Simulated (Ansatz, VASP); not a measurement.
**One calculation of Ca, two programs**

```
Ca
1.0
     0.00000    2.71612    2.71612
     2.71612    0.00000    2.71612
     2.71612    2.71612    0.00000
Ca
1
Direct
  0.00000 0.00000 0.00000
```

Alike in both runs: functional PBE; dispersion D3(BJ); k mesh 14 × 14 × 14; occupations gaussian, width 0.1 eV; no spin polarisation.

Ansatz relaxed the structure, and its values are those at the end. VASP's run is a single point on that final structure, the one shown.

|  | VASP | Ansatz |
| --- | --- | --- |
| version | VASP 6.6.1 | Ansatz 0.2.0 |
| potentials or method | VASP PAW PBE potentials, release 64 (Ca_sv), cutoff 520 eV | scalar-relativistic, plane waves, PAW |
| valence electrons in the cell | 10 | 10 |

|  | VASP | Ansatz | Ansatz less VASP |
| --- | --- | --- | --- |
| gap on the k mesh at the Fermi level (eV) | none | none | - |
| pressure (GPa) | 0.0 | 0.0 | 0.00 |

A gap of «none» marks a metal or a gap that the smearing closes.
